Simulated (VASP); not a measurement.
A run of VASP 6.6.1 is set up as follows.

Contents of INCAR:

```
ALGO = Normal ; EDIFF = 1E-6
ENCUT = 520 ; GGA = PS
ISIF = 2 ; ISMEAR = 0
LASPH = T ; LCHARG = F
LREAL = F ; LWAVE = F
NBANDS = 7 ; NELM = 80
PREC = Accurate ; SIGMA = 0.1
```

File KPOINTS:

```
k-points
0
Gamma
  16 16 16
```

Contents of POSCAR:

```
Mg
1.0
    0.0000000000      2.2466667725      2.2466667725
    2.2466667725      0.0000000000      2.2466667725
    2.2466667725      2.2466667725      0.0000000000
Mg
1
Direct
    0.0000000000      0.0000000000      0.0000000000
```

Potentials or basis: VASP PAW PBE potentials, release 64 (Mg).

Run with:

```console
$ cat potpaw_PBE.64/Mg/POTCAR > POTCAR
$ mpirun -np 1 vasp_std > vasp.out
```

Estimate the pressure.

0.0 GPa.

Estimate the band gap on the k mesh.

zero (bands 1 and 2 overlap by 2.73 eV).

Caveat: the PAW data sets were made with another functional, which shifts forces and pressure a little.
